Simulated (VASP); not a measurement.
Here is a VASP 6.6.1 calculation.

File POSCAR:

```
SnSe
1.0
    0.0000000000      3.0100000000      3.0100000000
    3.0100000000      0.0000000000      3.0100000000
    3.0100000000      3.0100000000      0.0000000000
Sn Se
1 1
Direct
    0.0000000000      0.0000000000      0.0000000000
    0.5000000000      0.5000000000      0.5000000000
```

INCAR.step1

```
  PREC = Accurate
  ENCUT = 600
  ISMEAR = -1
  SIGMA = 0.05
  LREAL = F
  LASPH = T
  NELM = 60
  GGA = PE
  ALGO = Normal
  EDIFF = 1E-4
  LWAVE = T
  LCHARG = F
```

Contents of INCAR.step2:

```
  PREC = Accurate
  ENCUT = 600
  EDIFF = 1E-6
  ISMEAR = -1
  SIGMA = 0.05
  LREAL = F
  LASPH = T
  NELM = 60
  ALGO = Normal
  ISIF = 3
  LWAVE = F
  LCHARG = F
  METAGGA = R2SCAN
  LMIXTAU = T
  IBRION = 2
  NSW = 60
  EDIFFG = -0.01
  ISTART = 1
```

KPOINTS

```
regular mesh
0
Gamma
  8 8 8
```

Potentials or basis: VASP PAW PBE potentials, release 64 (Sn_d, Se).

Command:

```console
$ cat potpaw_PBE.64/Sn_d/POTCAR potpaw_PBE.64/Se/POTCAR > POTCAR
$ cp INCAR.step1 INCAR
$ mpirun -np 1 vasp_std > vasp.out
$ cp INCAR.step2 INCAR
$ mpirun -np 1 vasp_std > vasp.out
```

(1) Estimate the relaxed cell.

(2) What does it give for the band gap on the k mesh?

Answers

(1) a = 4.253 Å, b = 4.253 Å, c = 4.253 Å, α = 60.00°, β = 60.00°, γ = 60.00°.

(2) 0.47 eV, direct.

Caveat: spin-orbit coupling is left out, which moves the levels of the heavy elements.
